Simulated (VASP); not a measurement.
Runs of VASP 6.6.1 on Na4SrCaSi2. The structure is that of space group P-4m2 (No. 115), or close to it. The cells are those of the table. 

```csv
cell,gap on the mesh (eV),pressure (GPa),largest force (eV/Å)
"a = 5.191, b = 5.191, c = 7.280 Å, 8 atoms",0.16,(d),0.09
"a = 5.264, b = 5.264, c = 7.382 Å, 8 atoms",0.13,(a),0.10
"a = 5.299, b = 5.299, c = 7.432 Å, 8 atoms",0.12,-0.8,0.10
"a = 5.403, b = 5.403, c = 7.577 Å, 8 atoms",0.08,-2.1,0.10
"a = 5.334, b = 5.334, c = 7.481 Å, 8 atoms",0.10,-1.3,0.10
"a = 5.228, b = 5.228, c = 7.331 Å, 8 atoms",0.15,(c),0.10
"a = 5.369, b = 5.369, c = 7.530 Å, 8 atoms",0.09,(b),0.10
```

Alike in all rows: task single point; level PBEsol; potentials or basis VASP PAW PBE potentials, release 64 (Sr_sv, Ca_sv, Si, Na_pv); no spin polarisation; k mesh 5 × 5 × 4; cutoff (eV) 520; smearing gaussian 0.01 eV.

Question: Fill in the values left out.

Answer: (a) -0.3; (b) -1.7; (c) 0.2; (d) 0.9.

Caveats: the PAW data sets were made with another functional, which shifts forces and pressure a little.

A k mesh can miss the band edges, and the runs leave out spin-orbit coupling on Sr.
